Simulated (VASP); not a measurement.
Here is a VASP 6.6.1 calculation.

File INCAR:

```
PREC = Accurate
ENCUT = 520
EDIFF = 1E-6
ISMEAR = -1
SIGMA = 0.1
LREAL = F
LASPH = T
NELM = 150
ALGO = Normal
ISIF = 2
LWAVE = F
LCHARG = F
ISPIN = 2
MAGMOM = 1.7 1.7 1.7 1.7 1.7 1.7
LORBIT = 11
LMAXMIX = 4
LDIPOL = T
IDIPOL = 3
DIPOL = 0.5 0.5 0.500
GGA = PE
NBANDS = 40
```

File KPOINTS:

```
regular mesh
0
Gamma
  15 15 1
```

File POSCAR:

```
Co
1.0
    2.4930397963      0.0000000000      0.0000000000
   -1.2465198982      2.1590357963      0.0000000000
    0.0000000000      0.0000000000     23.0923000000
Co
6
Direct
    0.8333333333      0.1666666667      0.2832732363
    0.1666666667      0.8333333333      0.3680298983
    0.8333333333      0.1666666667      0.4568039930
    0.1666666667      0.8333333333      0.5431962988
    0.8333333333      0.1666666667      0.6319700558
    0.1666666667      0.8333333333      0.7167265178
```

Potentials or basis: VASP PAW PBE potentials, release 64 (Co).

Launch:

```console
$ cat potpaw_PBE.64/Co/POTCAR > POTCAR
$ mpirun -np 1 vasp_std > vasp.out
```

Problem. Estimate the largest force.

Solution. 0.031 eV/Å.

Problem. Predict the net moment.

Solution. 9.91 μB per cell.

Problem. What does it give for the site moments?

Solution. Co +1.73, +1.66, +1.63 (each value once) μB.

Forces on the atoms (eV/Å):
```
Co   0.000  0.000  0.031
Co   0.000  0.000 -0.003
Co   0.000  0.000 -0.001
Co   0.000  0.000  0.001
Co   0.000  0.000  0.003
Co   0.000  0.000 -0.031
```
